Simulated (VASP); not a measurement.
Ir, 1 atom in the cell. It takes space group I4/mmm (No. 139, tetragonal). The conventional cell has a = 2.987 Å, b = 2.987 Å, c = 3.350 Å, α = 90.00°, β = 90.00°, γ = 90.00°. Ir (site symmetry 4/mmm) has 14 Ir at 2.70 to 3.35 Å within 3.6 Å. 

```yaml
Program: VASP 6.6.1
Task: single point
Functional: LDA
Potentials_or_basis: VASP PAW LDA potentials, release 64 (Ir)
Cutoff: 520 eV
k_mesh: 22 × 22 × 22
Occupations: gaussian, width 0.15 eV
Spin: no spin polarisation
Dipole_correction: no
Further_INCAR_settings: ALGO = Normal; EDIFF = 1e-06; NBANDS = 10
```

Potentials or basis: VASP PAW LDA potentials, release 64 (Ir).

The run is started by

```sh
$ cat potpaw_LDA.64/Ir/POTCAR > POTCAR
$ mpirun -np 1 vasp_std > vasp.out
```

Hardware: 1 thread of AMD EPYC 9R45 96-Core Processor (Zen 5) (shared host).

**Question.** How long does it take, and how much memory?

**Answer.** It took 36 s on 1 thread of AMD EPYC 9R45 96-Core Processor (Zen 5) (shared host), peak memory 0.21 GiB. Counts: scf iterations 10, k points 834.
